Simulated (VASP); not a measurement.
# TbHgB4 (I4/mmm) in VASP: notebook

TbHgB4 is run at these levels: PBE; tasks: relaxation of cell and atoms.

All numbers are computed with VASP 6.6.1; they aren't measurements. Logs are shortened: lines on timing, memory, paths and dates and some standing lists are left out, and cuts for length are marked.

## 1. The cell of the first run

It takes space group I4/mmm (No. 139, tetragonal). Conventional cell: a = 5.698 Å, b = 5.698 Å, c = 5.064 Å, α = 90.00°, β = 90.00°, γ = 90.00°. Tb (site symmetry 4/mmm) has 2 Hg at 2.53 Å and 16 B at 2.94 to 3.30 Å within 3.3 Å. Within 2.0 Å of B (site symmetry m2m) lie 1 B at 1.47 Å. Hg (site symmetry 4/mmm) has 4 B at 2.12 Å and 2 Tb at 2.53 Å within 2.8 Å.

The cell was generated, and may not be a known phase.

## 2. Relaxation of cell and atoms, PBE

INCAR

```
SYSTEM = TbHgB4
ALGO = Normal ; EDIFF = 1E-7
EDIFFG = -0.08 ; ENCUT = 500
GGA = PE ; GGA_COMPAT = .False.
IBRION = 2 ; ISIF = 3
ISMEAR = 0 ; LASPH = .True.
LCHARG = .False. ; LMAXMIX = 6
LREAL = .False. ; LWAVE = .False.
NELM = 200 ; NELMIN = 4
NSW = 36 ; PREC = Accurate
SIGMA = 0.2
```

KPOINTS

```
k-points
0
Gamma
  4 4 4
  0 0 0
```

POSCAR

```
TbHgB4
1.0
   -2.8490119300      2.8490119300      2.5319100000
    2.8490119300     -2.8490119300      2.5319100000
    2.8490119300      2.8490119300     -2.5319100000
Tb B Hg
1 4 1
Direct
    0.0000000000      0.0000000000      0.0000000000
    0.5000000000      0.8713519400      0.3713519400
    0.5000000000      0.1286480600      0.6286480600
    0.8713519400      0.5000000000      0.3713519400
    0.1286480600      0.5000000000      0.6286480600
    0.5000000000      0.5000000000      0.0000000000
```

Potentials or basis: VASP PAW PBE potentials, release 64 (Tb_3, B, Hg), 4f in core.

Started as:

```sh
$ cat potpaw_PBE.64/Tb_3/POTCAR potpaw_PBE.64/B/POTCAR potpaw_PBE.64/Hg/POTCAR > POTCAR
$ mpirun -np 1 vasp_std > vasp.out
```

OUTCAR:

```text
SYSTEM = TbHgB4
   EDIFF = 1E-7
   EDIFFG = -0.08
   ENCUT = 500
   GGA = PE
   IBRION = 2
   ISIF = 3
   ISMEAR = 0
   LASPH = .True.
   LREAL = .False.
   NELM = 200
   NELMIN = 4
   NSW = 36
   PREC = Accurate

 ion  position               nearest neighbor table
   1  0.000  0.000  0.000-   6 2.53   6 2.53   2 2.94   4 2.94   3 2.94   5 2.94   4 2.94   3 2.94
                             2 2.94   5 2.94
   2  0.500  0.871  0.371-   3 1.47   6 2.12   1 2.94   1 2.94
   3  0.500  0.129  0.629-   2 1.47   6 2.12   1 2.94   1 2.94
   4  0.871  0.500  0.371-   5 1.47   6 2.12   1 2.94   1 2.94
   5  0.129  0.500  0.629-   4 1.47   6 2.12   1 2.94   1 2.94
   6  0.500  0.500  0.000-   2 2.12   3 2.12   4 2.12   5 2.12   1 2.53   1 2.53

  LATTYP: Found a body centered tetragonal cell.
 ALAT       =     5.6980238600
 C/A-ratio  =     0.8886975773

  Lattice vectors:

 A1 = (  -2.8490119300,   2.8490119300,   2.5319100000)
 A2 = (   2.8490119300,  -2.8490119300,   2.5319100000)
 A3 = (   2.8490119300,   2.8490119300,  -2.5319100000)

Analysis of symmetry for initial positions (statically):
=====================================================================
 Subroutine PRICEL returns:
 Original cell was already a primitive cell.

 Routine SETGRP: Setting up the symmetry group for a
 body centered tetragonal supercell.

 Subroutine GETGRP returns: Found 16 space group operations
 (whereof 16 operations were pure point group operations)
 out of a pool of 16 trial point group operations.

The static configuration has the point symmetry D_4h.

Analysis of symmetry for dynamics (positions and initial velocities):
=====================================================================
 Subroutine PRICEL returns:
 Original cell was already a primitive cell.

 Routine SETGRP: Setting up the symmetry group for a
 body centered tetragonal supercell.

 Subroutine GETGRP returns: Found 16 space group operations
 (whereof 16 operations were pure point group operations)
 out of a pool of 16 trial point group operations.

The dynamic configuration has the point symmetry D_4h.

 Subroutine INISYM returns: Found 16 space group operations
 (whereof 16 operations are pure point group operations),
 and found     1 'primitive' translations

----------------------------------------------------------------------------------------

                                     Primitive cell

  volume of cell :      82.2047

  direct lattice vectors                    reciprocal lattice vectors
    -2.849011930  2.849011930  2.531910000     0.000000000  0.175499441  0.197479373
     2.849011930 -2.849011930  2.531910000     0.175499441  0.000000000  0.197479373
     2.849011930  2.849011930 -2.531910000     0.175499441  0.175499441  0.000000000

  length of vectors
     4.758603388  4.758603388  4.758603388     0.264193407  0.264193407  0.248193689

  position of ions in fractional coordinates (direct lattice)
     0.000000000  0.000000000  0.000000000
     0.500000000  0.871351940  0.371351940
     0.500000000  0.128648060  0.628648060
     0.871351940  0.500000000  0.371351940
     0.128648060  0.500000000  0.628648060
     0.500000000  0.500000000  0.000000000

  ion indices of the primitive-cell ions
   primitive index   ion index
                 1           1
                 2           2
                 3           3
                 4           4
                 5           5
                 6           6

----------------------------------------------------------------------------------------

 KPOINTS: k-points

Automatic generation of k-mesh.
 Grid dimensions read from file:
 generate k-points for:    4    4    4

 Generating k-lattice:

  Cartesian coordinates                     Fractional coordinates (reciprocal lattice)
     0.000000000  0.043874860  0.049369843     0.250000000  0.000000000  0.000000000
     0.043874860  0.000000000  0.049369843     0.000000000  0.250000000  0.000000000
     0.043874860  0.043874860  0.000000000     0.000000000  0.000000000  0.250000000

  Length of vectors
     0.066048352  0.066048352  0.062048422

  Shift w.r.t. Gamma in fractional coordinates (k-lattice)
     0.000000000  0.000000000  0.000000000

 Subroutine IBZKPT returns following result:
 ===========================================

 Found     13 irreducible k-points:

 Following reciprocal coordinates:
            Coordinates               Weight
  0.000000  0.000000  0.000000      1.000000
  0.250000 -0.000000  0.000000      8.000000
  0.500000 -0.000000  0.000000      4.000000
  0.250000  0.250000  0.000000      8.000000
  0.500000  0.250000  0.000000     16.000000
 -0.250000  0.250000  0.000000      4.000000
  0.500000  0.500000  0.000000      2.000000
  0.250000  0.250000  0.250000      2.000000
 -0.250000  0.250000  0.250000      4.000000
  0.500000  0.500000  0.250000      4.000000
 -0.250000  0.500000  0.250000      8.000000
 -0.250000 -0.250000  0.250000      2.000000
  0.500000  0.500000  0.500000      1.000000
   k-points           NKPTS =     13   k-points in BZ     NKDIM =     13   number of bands    NBANDS=     20
   number of dos      NEDOS =    301   number of ions     NIONS =      6
   total plane-waves  NPLWV =  46656
   dimension x,y,z NGX =    36 NGY =   36 NGZ =   36
   dimension x,y,z NGXF=    72 NGYF=   72 NGZF=   72
   ions per type =               1   4   1
   NGX,Y,Z   is equivalent  to a cutoff of  12.58, 12.58, 12.58 a.u.
   NGXF,Y,Z  is equivalent  to a cutoff of  25.15, 25.15, 25.15 a.u.
 SYSTEM =  TbHgB4
   PREC   = accura    normal or accurate (medium, high low for compatibility)
   ISTART =      0    job   : 0-new  1-cont  2-samecut
   ICHARG =      2    charge: 1-file 2-atom 10-const
   ISPIN  =      1    spin polarized calculation?
   LNONCOLLINEAR =      F non collinear calculations
   LSORBIT =      F    spin-orbit coupling
   LASPH  =      T    aspherical Exc in radial PAW
   ENCUT  =  500.0 eV  36.75 Ry    6.06 a.u.   8.68  8.68  8.68*2*pi/ulx,y,z
   NELM   =    200;   NELMIN=  4; NELMDL= -5     # of ELM steps
   EDIFF  = 0.1E-06   stopping-criterion for ELM
   LREAL  =      F    real-space projection
   EDIFFG = -.8E-01   stopping-criterion for IOM
   NSW    =     36    number of steps for IOM
   IBRION =      2    ionic relax: 0-MD 1-quasi-New 2-CG
   NFREE  =      1    steps in history (QN), initial steepest desc. (CG)
   ISIF   =      3    stress and relaxation
   ISYM   =      2    0-nonsym 1-usesym 2-fastsym
   POTIM  = 0.5000    time-step for ionic-motion
   TEBEG  =    0.0;   TEEND  =   0.0 temperature during run
   PSTRESS=    0.0 pullay stress
   NELECT =      33.0000    total number of electrons
   NUPDOWN=      -1.0000    fix difference up-down
   EMIN   =  10.00;   EMAX   =-10.00  energy-range for DOS
   EFERMI =   0.00;   METHOD = LEGACY
   ISMEAR =     0;   SIGMA  =   0.20  broadening in eV -4-tet -1-fermi 0-gaus
   EFERMI_NEDOS =   21; number of points for ismear=-14 and -15
   IALGO  =     38    algorithm
   IMIX   =      4    mixing-type and parameters
     AMIX     =   0.40;   BMIX     =  1.00
     AMIX_MAG =   1.60;   BMIX_MAG =  1.00
  volume/ion in A,a.u.               =      13.70        92.46
  Fermi-wavevector in a.u.,A,eV,Ry     =   1.207667  2.282160 19.843549  1.458460
  Thomas-Fermi vector in A             =   2.343298
   LORBIT       =      0    0 simple, 1 ext, 2 COOP (PROOUT), +10 PAW based schemes
   GGA     = PE    functional components
   LHFCALC =     F    Hartree Fock is set to
   AEXX    =    0.0000 exact exchange contribution
   IVDW    =     0    specifies the selected vdW correction
   LEPSILON=     F    determine dielectric tensor
   LRPA    =     F    only Hartree local field effects (RPA)
 conjugate gradient relaxation of ions
 non-spin polarized calculation
 Gauss-broadening in eV      SIGMA  =   0.20
  energy-cutoff  :      500.00
  volume of cell :       82.20
 maximum number of plane-waves:      2105
 NGX is ok and might be reduce to    36
   NGX = 17   NGY = 17   NGZ = 17

--------------------------------------- Ionic step        1  -------------------------------------------

 number of electron      33.0000000 magnetization

 Free energy of the ion-electron system (eV)
  ---------------------------------------------------
  ext. energy  EPLUGINS =         0.00000000
  ---------------------------------------------------
  free energy    TOTEN  =       -24.08430523 eV

  energy without entropy =      -23.98816028  energy(sigma->0) =      -24.03623275

 E-fermi :   4.9182     XC(G=0): -10.9712

 val. band max:        4.9010226193   @ k =   0.5000   0.5000   0.5000
 cond. band min:       4.9245715300   @ k =  -0.2500  -0.2500   0.2500
 fundamental gap:      0.0235489107
 Fermi energy:         4.9182263831

 k-point     1 :       0.0000    0.0000    0.0000
  band No.  band energies     occupation
      1     -18.8166      2.00000
      2     -18.2237      2.00000
      3     -18.2237      2.00000
      4      -7.3089      2.00000
      5      -6.1600      2.00000
      6      -5.7239      2.00000
[... 12 lines left out ...]
     19       5.3360      0.00314
[... 312 lines left out ...]
  energy  without entropy=      -23.9881602756  energy(sigma->0) =      -24.03623275

--------------------------------------- Ionic step        2  -------------------------------------------

 number of electron      32.9999999 magnetization

 E-fermi :   2.9424     XC(G=0):  -9.9981

 val. band max:        2.8875682180   @ k =   0.2500   0.2500   0.2500
 cond. band min:       2.9556218813   @ k =   0.2500   0.2500   0.0000
 fundamental gap:      0.0680536633
 Fermi energy:         2.9424343888

 k-point     1 :       0.0000    0.0000    0.0000
  band No.  band energies     occupation
      1     -20.4371      2.00000
      2     -20.2333      2.00000
      3     -20.2333      2.00000
      4      -7.8123      2.00000
      5      -7.2735      2.00000
      6      -5.9251      2.00000
[... 12 lines left out ...]
     19       3.6619      0.00000
[... 552 lines left out ...]
  energy  without entropy=      -25.6806936997  energy(sigma->0) =      -25.71163017

--------------------------------------- Ionic step        9  -------------------------------------------

 number of electron      32.9999999 magnetization

 Free energy of the ion-electron system (eV)
  ---------------------------------------------------
  ext. energy  EPLUGINS =         0.00000000
  ---------------------------------------------------
  free energy    TOTEN  =       -25.74508264 eV

  energy without entropy =      -25.68399687  energy(sigma->0) =      -25.71453975

 E-fermi :   2.8870     XC(G=0): -10.0519

 val. band max:        2.8863656058   @ k =   0.5000   0.2500   0.0000
 cond. band min:       2.9115400318   @ k =  -0.2500   0.2500   0.0000
 fundamental gap:      0.0251744260
 Fermi energy:         2.8870083054

 k-point     1 :       0.0000    0.0000    0.0000
  band No.  band energies     occupation
      1     -20.3926      2.00000
      2     -20.1322      2.00000
      3     -20.1322      2.00000
      4      -7.7817      2.00000
      5      -7.1741      2.00000
      6      -5.7878      2.00000
[... 12 lines left out ...]
     19       3.8277      0.00000
[... 308 lines left out ...]
  FREE ENERGIE OF THE ION-ELECTRON SYSTEM (eV)
  ---------------------------------------------------
  free  energy   TOTEN  =       -25.7450826392 eV

  energy  without entropy=      -25.6839968701  energy(sigma->0) =      -25.71453975

 reached required accuracy - stopping structural energy minimisation
```

It took 2.4 min on 1 thread of Intel Xeon Platinum 8488C (Sapphire Rapids), shared host; peak memory 0.23 GiB.

Results:

| Item | Value |
| --- | --- |
| Free energy | -25.7451 eV |
| Relaxed volume | 16.56 Å³/atom |
| Relaxed cell | a = 5.058 Å, b = 5.058 Å, c = 5.058 Å, α = 111.24°, β = 111.24°, γ = 105.99° |
| Space group after relaxing (to 0.1 Å) | I4/mmm (No. 139) |
| Energy gained by relaxing | 276.8 meV/atom |
| Ionic steps | 9 |
| Pressure after relaxing | 0.1 GPa |
| Largest force after relaxing | 0.009 eV/Å |
| Band gap on the k mesh | zero (an odd number of electrons rules out a gap without spin polarisation) |

Forces in eV/Å, atoms in the order of the input:
```
Tb   0.000  0.000  0.000
B   -0.009  0.000  0.000
B    0.009  0.000  0.000
B    0.000 -0.009  0.000
B    0.000  0.009  0.000
Hg   0.000  0.000  0.000
```

The path:
| step | energy change (eV) | largest force (eV/Å) | pressure (GPa) | volume (Å³) |
| --- | --- | --- | --- | --- |
| 1 | 0.0000 | 1.2926 | 18.66 | 82.20 |
| 2 | -1.1043 | 2.8975 | -6.75 | 102.18 |
| 3 | -1.2578 | 1.9970 | -2.02 | 95.99 |
| 4 | -1.3261 | 4.0125 | 3.54 | 99.39 |
| 5 | -1.6207 | 0.5838 | -0.04 | 97.94 |
| 6 | -1.6207 | 0.6515 | 0.03 | 97.98 |
| 7 | -1.6557 | 0.2818 | 0.88 | 98.61 |
| 8 | -1.6583 | 0.0852 | 0.65 | 98.48 |
| 9 | -1.6608 | 0.0087 | 0.10 | 99.35 |

Final structure:
```
Tb B Hg
1.0
    -2.85629    2.85629    3.04447
     2.85629   -2.85629    3.04447
     2.85629    2.85629   -3.04447
Tb B Hg
1 4 1
Direct
  0.00000 0.00000 0.00000
  0.50000 0.86862 0.36862
  0.50000 0.13138 0.63138
  0.86862 0.50000 0.36862
  0.13138 0.50000 0.63138
  0.50000 0.50000 0.00000
```

Caveat: the k points lie up to 0.38 Å⁻¹ apart in the final cell, too coarse for converged energies and pressures of a metal; the volume moved by over 15 % at a fixed basis, so the end points are rough; spin-orbit coupling is left out, which moves the levels of the heavy elements; the 4f electrons are frozen in the core, so they carry no moment and show no levels. Spin polarisation is off, so any magnetic state and its effect on volume and gap are missing.

## 3. Relaxation of cell and atoms, PBE

This run uses another cell than the first one, of 15.75 Å³/atom.

INCAR

```
SYSTEM = TbHgB4
PREC = Accurate
ENCUT = 500
EDIFF = 1E-7
ISMEAR = 0
SIGMA = 0.2
LREAL = .FALSE.
LASPH = .TRUE.
NELM = 200
ALGO = Normal
ISIF = 3
LWAVE = .FALSE.
LCHARG = .FALSE.
GGA = PE
IBRION = 2
NSW = 36
EDIFFG = -0.08
GGA_COMPAT = .FALSE.
NELMIN = 4
LMAXMIX = 6
```

KPOINTS

```
Automatic mesh
0
G
  4 4 4
  0 0 0
```

POSCAR

```
TbHgB4
1.0
   -2.6096804300      2.6096804300      3.4687309000
    2.6096804300     -2.6096804300      3.4687309000
    2.6096804300      2.6096804300     -3.4687309000
Tb B Hg
1 4 1
Direct
    0.0000000000      0.0000000000      0.0000000000
    0.5898863200      0.0898863200      0.5000000000
    0.0898863200      0.5898863200      0.5000000000
    0.4101136800      0.9101136800      0.5000000000
    0.9101136800      0.4101136800      0.5000000000
    0.5000000000      0.5000000000      0.0000000000
```

Potentials or basis: VASP PAW PBE potentials, release 64 (Tb_3, B, Hg), 4f in core.

Started as:

```sh
$ cat potpaw_PBE.64/Tb_3/POTCAR potpaw_PBE.64/B/POTCAR potpaw_PBE.64/Hg/POTCAR > POTCAR
$ mpirun -np 1 vasp_std > vasp.out
```

It took 4.9 min on 1 thread of Intel Xeon Platinum 8488C (Sapphire Rapids), shared host; peak memory 0.26 GiB.

It converged, with:

```
Free energy                           : -30.3151 eV
Relaxed volume                        : 14.79 Å³/atom
Relaxed cell                          : a = 4.897 Å, b = 4.897 Å, c = 4.897 Å, α = 114.25°, β = 114.25°, γ = 100.28°
Space group after relaxing (to 0.1 Å) : I4/mmm (No. 139)
Pressure after relaxing               : 0.6 GPa
Largest force after relaxing          : 0.012 eV/Å
Band gap on the k mesh                : zero (an odd number of electrons rules out a gap without spin polarisation)
```

Forces in eV/Å, atoms in the order of the input:
```
Tb   0.000  0.000  0.000
B    0.000  0.000  0.012
B    0.000  0.000  0.012
B    0.000  0.000 -0.012
B    0.000  0.000 -0.012
Hg   0.000  0.000  0.000
```

Final structure:
```
CELL_PARAMETERS angstrom
-2.65832 2.65832 3.13869
2.65832 -2.65832 3.13869
2.65832 2.65832 -3.13869
ATOMIC_POSITIONS crystal
Tb 0.00000 0.00000 0.00000
B 0.62596 0.12596 0.50000
B 0.12596 0.62596 0.50000
B 0.37404 0.87404 0.50000
B 0.87404 0.37404 0.50000
Hg 0.50000 0.50000 0.00000
```

Levels at points of the mesh, in eV from the Fermi level:
```
           k point  band 14  band 15  band 16  band 17  band 18  band 19
(0.00, 0.00, 0.00)    -2.10    -1.92    -0.97    -0.97    -0.29    -0.29
(0.50, 0.00, 0.00)    -3.30    -3.23    -1.25     0.31     1.62     2.07
(0.50, 0.50, 0.00)    -2.38    -2.29    -1.29     1.82     2.02     2.39
(0.50, 0.50, 0.50)    -3.27    -2.35     0.72     0.72     1.53     1.53
```

Caveat: the k points lie up to 0.39 Å⁻¹ apart in the final cell, too coarse for converged energies and pressures of a metal; spin-orbit coupling is left out, which moves the levels of the heavy elements; the 4f electrons are frozen in the core, so they carry no moment and show no levels. Spin polarisation is off, so any magnetic state and its effect on volume and gap are missing.

The gap in the log of VASP goes by the Fermi energy; the results here count the filled bands.